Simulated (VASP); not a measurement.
Write the native input for VASP 6.6.1 that does the following.

```
Task                   : single point
Functional             : PBE
Potentials or basis    : VASP PAW PBE potentials, release 64 (Mg, S)
Cutoff                 : 520 eV
k mesh                 : 8 × 8 × 8
Occupations            : fermi-dirac, width 0.02 eV
Spin                   : no spin polarisation
Dipole correction      : no
Further INCAR settings : ALGO = Normal; EDIFF = 1e-07; NBANDS = 11
```

The structure of MgS lies in POSCAR:

```
MgS
1.0
    0.0000000000      2.9950676979      2.8308768411
    2.9950676979      0.0000000000      2.8308768411
    2.9950676979      2.9950676979      0.0000000000
Mg S
1 1
Direct
    0.0000000000      0.0000000000      0.0000000000
    0.2500000000      0.2500000000      0.2500000000
```

This cell differs from its parent crystal: biaxial xy strain +5.8%.

One way to write it, as run:

INCAR

```
PREC = Accurate ; ENCUT = 520
EDIFF = 1E-7 ; ISMEAR = -1
SIGMA = 0.02 ; LREAL = F
LASPH = T ; NELM = 100
ALGO = Normal ; ISIF = 2
LWAVE = F ; LCHARG = F
GGA = PE ; NBANDS = 11
```

KPOINTS

```
regular mesh
0
Gamma
  8 8 8
```

Potentials or basis: VASP PAW PBE potentials, release 64 (Mg, S).

Command:

```bash
$ cat potpaw_PBE.64/Mg/POTCAR potpaw_PBE.64/S/POTCAR > POTCAR
$ mpirun -np 1 vasp_std > vasp.out
```

It gave:

```yaml
Pressure: -4.5 GPa
Band_gap_on_the_k_mesh: 2.82 eV
```

Caveat: the cell differs from its parent crystal (biaxial xy strain +5.8%); the cell stands under tension.

It took 15 s on 1 thread of Intel(R) Xeon(R) Platinum 8488C (Sapphire Rapids), on a shared host, peak memory 0.19 GiB.
